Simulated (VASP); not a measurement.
Crystal: TiO.

```
Ti O
1.0
     4.98909    0.00000    0.00000
    -2.49454    4.32068    0.00000
     0.00000    0.00000    2.87331
Ti O
3 3
Direct
  0.66667 0.33333 0.50000
  0.33333 0.66667 0.50000
  0.00000 0.00000 0.00000
  0.60556 0.60556 0.00000
  0.39444 0.00000 0.00000
  0.00000 0.39444 0.00000
```

Base run:

| Item | Value |
| --- | --- |
| Program | VASP 6.6.1 |
| Functional | r2SCAN |
| Potentials or basis | VASP PAW PBE potentials, release 64 (Ti_sv, O) |
| Cutoff | 520 eV |
| k mesh | 12 × 12 × 12 |
| Occupations | fermi-dirac, width 0.3 eV |
| Spin | no spin polarisation |

Its results: band gap on the k mesh zero (bands 27 and 28 overlap by 1.33 eV); pressure 1.5 GPa; largest force 0.027 eV/Å.

Q: The run is repeated on the same cell with these changes: occupations from fermi-dirac, width 0.3 eV to methfessel-paxton, width 0.02 eV; further incar settings from ALGO = Normal; EDIFF = 1e-06; NBANDS = 36 to ALGO = Normal; EDIFF = 1e-07; NBANDS = 36. What comes out?

A: Band gap on the k mesh zero (bands 27 and 28 overlap by 1.33 eV); pressure 0.0 GPa; largest force 0.008 eV/Å.

Caveats: the PAW data sets were made with another functional, which shifts forces and pressure a little; semilocal functionals often make such compounds metallic where correlation or magnetic order opens a gap, which also shifts bond lengths; so wide a smearing shifts energies and pressures (at least some runs).
